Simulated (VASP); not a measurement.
# MgO (I4/mmm) in VASP: single point with r2SCAN

Aim: the single point of MgO with r2SCAN.

Everything below comes from runs of VASP 6.6.1. Logs are shortened: lines on timing, memory, paths and dates and some standing lists are left out, and cuts for length are marked.

**1. The cell of the first run**

Symmetry: I4/mmm, No. 139, tetragonal system. The conventional cell has a = 2.973 Å, b = 2.973 Å, c = 4.190 Å, α = 90.00°, β = 90.00°, γ = 90.00°. Mg (site symmetry 4/mmm) has 6 O at 2.09 to 2.10 Å within 2.8 Å. Within 2.8 Å of O (site symmetry 4/mmm) lie 6 Mg at 2.09 to 2.10 Å.

**2. Single point, r2SCAN (uniaxial x strain -0.3%)**

POSCAR

```
MgO
1.0
    0.0000000000      2.1021674158      2.1021674158
    2.0948098299      0.0000000000      2.1021674158
    2.0948098299      2.1021674158      0.0000000000
Mg O
1 1
Direct
    0.0000000000      0.0000000000      0.0000000000
    0.5000000000      0.5000000000      0.5000000000
```

INCAR.step1

```
  PREC = Accurate
  ENCUT = 920
  ISMEAR = 0
  SIGMA = 0.01
  LREAL = False
  LASPH = True
  NELM = 120
  NBANDS = 15
  GGA = PE
  ALGO = Normal
  EDIFF = 1E-5
  LWAVE = True
  LCHARG = False
  GGA_COMPAT = False
```

INCAR.step2

```
  PREC = Accurate
  ENCUT = 920
  EDIFF = 1E-6
  ISMEAR = 0
  SIGMA = 0.01
  LREAL = False
  LASPH = True
  NELM = 120
  ALGO = Normal
  ISIF = 2
  LWAVE = False
  LCHARG = False
  METAGGA = R2SCAN
  LMIXTAU = True
  NBANDS = 15
  ISTART = 1
  GGA_COMPAT = False
```

KPOINTS

```
regular mesh
0
Gamma
  10 10 10
```

Potentials or basis: VASP PAW PBE potentials, release 64 (Mg_sv, O).

Started as:

```
$ cat potpaw_PBE.64/Mg_sv/POTCAR potpaw_PBE.64/O/POTCAR > POTCAR
$ cp INCAR.step1 INCAR
$ mpirun -np 1 vasp_std > vasp.out
$ cp INCAR.step2 INCAR
$ mpirun -np 1 vasp_std > vasp.out
```

OUTCAR:

```text
PREC = Accurate
   ENCUT = 920
   EDIFF = 1E-6
   ISMEAR = 0
   LREAL = False
   LASPH = True
   NELM = 120
   ISIF = 2
   METAGGA = R2SCAN
   ISTART = 1

 ion  position               nearest neighbor table
   1  0.000  0.000  0.000-   2 2.09   2 2.09   2 2.10   2 2.10   2 2.10   2 2.10
   2  0.500  0.500  0.500-   1 2.09   1 2.09   1 2.10   1 2.10   1 2.10   1 2.10

  LATTYP: Found a body centered tetragonal cell.
 ALAT       =     2.9729136698
 C/A-ratio  =     1.4092638149

  Lattice vectors:

 A1 = (  -2.0948098299,   0.0000000000,  -2.1021674158)
 A2 = (  -2.0948098299,   0.0000000000,   2.1021674158)
 A3 = (   2.0948098299,   2.1021674158,   0.0000000000)

Analysis of symmetry for initial positions (statically):
=====================================================================
 Subroutine PRICEL returns:
 Original cell was already a primitive cell.

 Routine SETGRP: Setting up the symmetry group for a
 body centered tetragonal supercell.

 Subroutine GETGRP returns: Found 16 space group operations
 (whereof 16 operations were pure point group operations)
 out of a pool of 16 trial point group operations.

The static configuration has the point symmetry D_4h.

Analysis of symmetry for dynamics (positions and initial velocities):
=====================================================================
 Subroutine PRICEL returns:
 Original cell was already a primitive cell.

 Routine SETGRP: Setting up the symmetry group for a
 body centered tetragonal supercell.

 Subroutine GETGRP returns: Found 16 space group operations
 (whereof 16 operations were pure point group operations)
 out of a pool of 16 trial point group operations.

The dynamic configuration has the point symmetry D_4h.

 Subroutine INISYM returns: Found 16 space group operations
 (whereof 16 operations are pure point group operations),
 and found     1 'primitive' translations

----------------------------------------------------------------------------------------

                                     Primitive cell

  volume of cell :      18.5144

  direct lattice vectors                    reciprocal lattice vectors
     0.000000000  2.102167416  2.102167416    -0.238685151  0.237849753  0.237849753
     2.094809830  0.000000000  2.102167416     0.238685151 -0.237849753  0.237849753
     2.094809830  2.102167416  0.000000000     0.238685151  0.237849753 -0.237849753

  length of vectors
     2.972913670  2.967715631  2.967715631     0.412450738  0.412450738  0.412450738

  position of ions in fractional coordinates (direct lattice)
     0.000000000  0.000000000  0.000000000
     0.500000000  0.500000000  0.500000000

  ion indices of the primitive-cell ions
[... 90 lines left out ...]
   ISMEAR =     0;   SIGMA  =   0.01  broadening in eV -4-tet -1-fermi 0-gaus
   EFERMI_NEDOS =   21; number of points for ismear=-14 and -15
   IALGO  =     38    algorithm
   IMIX   =      4    mixing-type and parameters
     AMIX     =   0.40;   BMIX     =  1.00
     AMIX_MAG =   1.60;   BMIX_MAG =  1.00
  volume/ion in A,a.u.               =       9.26        62.47
  Fermi-wavevector in a.u.,A,eV,Ry     =   1.559355  2.946754 33.083778  2.431589
  Thomas-Fermi vector in A             =   2.662726
   LORBIT       =      0    0 simple, 1 ext, 2 COOP (PROOUT), +10 PAW based schemes
   METAGGA = R2SCAN    functional components
   LHFCALC =     F    Hartree Fock is set to
   AEXX    =    0.0000 exact exchange contribution
   IVDW    =     0    specifies the selected vdW correction
   LEPSILON=     F    determine dielectric tensor
   LRPA    =     F    only Hartree local field effects (RPA)
 non-spin polarized calculation
 Gauss-broadening in eV      SIGMA  =   0.01
  energy-cutoff  :      920.00
  volume of cell :       18.51
 maximum number of plane-waves:      1227
 NGX is ok and might be reduce to    30
   NGX = 15   NGY = 15   NGZ = 15

 number of electron      16.0000000 magnetization

 Free energy of the ion-electron system (eV)
  ---------------------------------------------------
  ext. energy  EPLUGINS =         0.00000000
  ---------------------------------------------------
  free energy    TOTEN  =       -16.15413046 eV

  energy without entropy =      -16.15413046  energy(sigma->0) =      -16.15413046

 E-fermi :   2.6321     XC(G=0): -12.0913

 val. band max:        2.5713801880   @ k =   0.0000   0.0000   0.0000
 cond. band min:       8.3056348496   @ k =   0.0000   0.0000   0.0000
 fundamental gap:      5.7342546615
 Fermi energy:         2.6321366354

 k-point     1 :       0.0000    0.0000    0.0000
  band No.  band energies     occupation
      1     -72.3687      2.00000
      2     -37.4551      2.00000
      3     -37.4551      2.00000
      4     -37.4527      2.00000
      5     -15.6643      2.00000
      6       2.5638      2.00000
      7       2.5714      2.00000
      8       2.5714      2.00000
      9       8.3056      0.00000
     10      19.4721      0.00000
     11      19.4721      0.00000
     12      19.5098      0.00000
     13      23.6170      0.00000
     14      25.3985      0.00000
[... 401 lines left out ...]
      2     -37.5159      2.00000
      3     -37.4786      2.00000
      4     -37.4754      2.00000
      5     -14.4385      2.00000
      6      -1.0225      2.00000
      7       1.2472      2.00000
      8       1.4640      2.00000
      9      13.2797      0.00000
     10      13.7804      0.00000
     11      17.5000      0.00000
     12      22.2521      0.00000
     13      22.4742      0.00000
     14      29.0463      0.00000
     15      31.2988      0.00000

 [... further k-points ...]

------------------------ aborting loop because EDIFF is reached ----------------------------------------

  FORCE on cell =-STRESS in cart. coord.  units (eV):
  Direction    XX          YY          ZZ          XY          YZ          ZX
  --------------------------------------------------------------------------------------
  -------------------------------------------------------------------------------------
  Total        0.1900331      0.0951732      0.0951732      0.0000000      0.0000000      0.0000000
  in kB       16.4448758      8.2359910      8.2359910      0.0000000      0.0000000      0.0000000
  external PRESSURE =      10.9722859 kB  Pullay stress =       0.0000000 kB

 VOLUME and BASIS-vectors are now :
 -----------------------------------------------------------------------------
  energy-cutoff  :      920.00
  volume of cell :       18.51
      direct lattice vectors                 reciprocal lattice vectors
     0.000000000  2.102167416  2.102167416    -0.238685151  0.237849753  0.237849753
     2.094809830  0.000000000  2.102167416     0.238685151 -0.237849753  0.237849753
     2.094809830  2.102167416  0.000000000     0.238685151  0.237849753 -0.237849753

 POSITION                                       TOTAL-FORCE (eV/Angst)
 -----------------------------------------------------------------------------------
      0.00000      0.00000      0.00000         0.000000     -0.000000      0.000000
      2.09481      2.10217      2.10217         0.000000      0.000000     -0.000000
 -----------------------------------------------------------------------------------
    total drift:                                0.000000      0.000000      0.000000

  FREE ENERGIE OF THE ION-ELECTRON SYSTEM (eV)
  ---------------------------------------------------
  free  energy   TOTEN  =       -16.1541304611 eV

  energy  without entropy=      -16.1541304611  energy(sigma->0) =      -16.15413046
```

OUTCAR.step1:

```text
PREC = Accurate
   ENCUT = 920
   ISMEAR = 0
   LREAL = False
   LASPH = True
[... 655 lines left out ...]
      0.00000      0.00000      0.00000         0.000000      0.000000      0.000000
      2.09481      2.10217      2.10217         0.000000     -0.000000      0.000000
 -----------------------------------------------------------------------------------
    total drift:                                0.000000      0.000000      0.000000

  FREE ENERGIE OF THE ION-ELECTRON SYSTEM (eV)
  ---------------------------------------------------
  free  energy   TOTEN  =       -11.8671591263 eV

  energy  without entropy=      -11.8671591263  energy(sigma->0) =      -11.86715913
```

OSZICAR.step1:

```text
N       E                     dE             d eps       ncg     rms          rms(c)
DAV:   1     0.167199045317E+03    0.16720E+03   -0.14278E+04  3060   0.191E+03
DAV:   2    -0.732569846849E+01   -0.17452E+03   -0.16364E+03  3613   0.453E+02
DAV:   3    -0.133750496556E+02   -0.60494E+01   -0.60134E+01  3999   0.803E+01
DAV:   4    -0.134736775147E+02   -0.98628E-01   -0.98614E-01  3536   0.102E+01
DAV:   5    -0.134756845728E+02   -0.20071E-02   -0.20070E-02  3943   0.116E+00    0.861E+00
DAV:   6    -0.118898656070E+02    0.15858E+01   -0.25657E+00  3340   0.148E+01    0.281E+00
DAV:   7    -0.118779395631E+02    0.11926E-01   -0.14020E-01  3613   0.350E+00    0.172E+00
DAV:   8    -0.118682164325E+02    0.97231E-02   -0.38407E-02  3746   0.225E+00    0.345E-01
DAV:   9    -0.118669765279E+02    0.12399E-02   -0.37585E-03  3473   0.572E-01    0.101E-01
DAV:  10    -0.118671681195E+02   -0.19159E-03   -0.29401E-04  3690   0.185E-01    0.474E-02
DAV:  11    -0.118671591263E+02    0.89932E-05   -0.25518E-05  3865   0.493E-02
   1 F= -.11867159E+02 E0= -.11867159E+02  d E =-.103137E-38
```

Run time: 3.3 min. Hardware: 1 thread of AMD EPYC 7R43 (Zen 3), shared host; peak memory 0.18 GiB.

What came out:

- Free energy: -16.1541 eV
- Pressure: 1.1 GPa
- Band gap on the k mesh: 5.73 eV

Levels at points of the mesh, in eV from the valence-band top:
| k point | band 5 | band 6 | band 7 | band 8 | band 9 | band 10 | band 11 | band 12 |
| --- | --- | --- | --- | --- | --- | --- | --- | --- |
| (0.00, 0.00, 0.00) | -18.24 | -0.01 | 0.00 | 0.00 | 5.73 | 16.90 | 16.90 | 16.94 |
| (0.50, 0.00, 0.00) | -16.94 | -4.64 | -0.69 | -0.68 | 8.89 | 13.95 | 17.56 | 17.65 |
| (0.50, 0.50, 0.00) | -16.73 | -4.12 | -1.39 | -1.36 | 10.07 | 11.25 | 14.40 | 20.58 |
| (0.00, 0.50, 0.50) | -16.72 | -4.10 | -1.39 | -1.39 | 10.03 | 11.25 | 14.44 | 20.57 |

Caveat: the cell differs from its parent crystal (uniaxial x strain -0.3%); the PAW data sets were made with another functional, which shifts forces and pressure a little.
